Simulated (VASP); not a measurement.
# W: single point with PBE+D4

W:

```xyz
1
Lattice="-1.5806 1.5806 1.5806 1.5806 -1.5806 1.5806 1.5806 1.5806 -1.5806" Properties=species:S:1:pos:R:3 pbc="T T T"
W     0.0000    0.0000    0.0000
```

| Item | Value |
| --- | --- |
| Program | VASP 6.6.1 |
| Task | single point |
| Functional | PBE |
| Dispersion | D4 |
| Potentials or basis | VASP PAW PBE potentials, release 64 (W_sv) |
| Cutoff | 500 eV |
| k mesh | 15 × 15 × 15 |
| Occupations | fermi-dirac, width 0.15 eV |
| Spin | no spin polarisation |

```
Pressure                   : 0.5 GPa
Band gap on the k mesh     : zero (bands 7 and 8 overlap by 5.91 eV)
Dispersion energy per atom : -0.724 eV
```

Levels at points of the mesh, in eV from the Fermi level:
```tsv
k point	band 3	band 4	band 5	band 6	band 7	band 8	band 9	band 10	band 11	band 12
(0.00, 0.00, 0.00)	-37.70	-37.70	-9.62	-1.20	-1.20	-1.20	2.30	2.30	14.56	14.56
```

Wall time 9.7 s on 1 thread of Intel(R) Xeon(R) Platinum 8488C (Sapphire Rapids) (shared host), peak memory 0.14 GiB.

Caveat: spin-orbit coupling is left out, which moves the levels of the heavy elements.
